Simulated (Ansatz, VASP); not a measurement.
**Nb in VASP and in Ansatz**

```
CELL_PARAMETERS angstrom
-1.45359 1.45359 2.18039
1.45359 -1.45359 2.18039
1.45359 1.45359 -2.18039
ATOMIC_POSITIONS crystal
Nb 0.00000 0.00000 0.00000
```

Alike in both runs: task single point; functional PBE; k mesh 22 × 22 × 22; occupations gaussian, width 0.15 eV; no spin polarisation.

```csv
,VASP,Ansatz
version,VASP 6.6.1,Ansatz 0.2.0
potentials or method,"VASP PAW PBE potentials, release 64 (Nb_sv), cutoff 520 eV","scalar-relativistic, plane waves, PAW"
valence electrons in the cell,13,13
```

Ansatz gave:

```
gap on the k mesh at the Fermi level (eV)                     : none
pressure (GPa)                                                : 2.5
traceless stress, the component that is largest in VASP (GPa) : 8.43
```

Problem. Which values does VASP return?

Solution. gap on the k mesh at the Fermi level (eV): none; pressure (GPa): 2.2; traceless stress, the component that is largest in VASP (GPa): 8.36.

A gap of «none» marks a metal or a gap that the smearing closes.
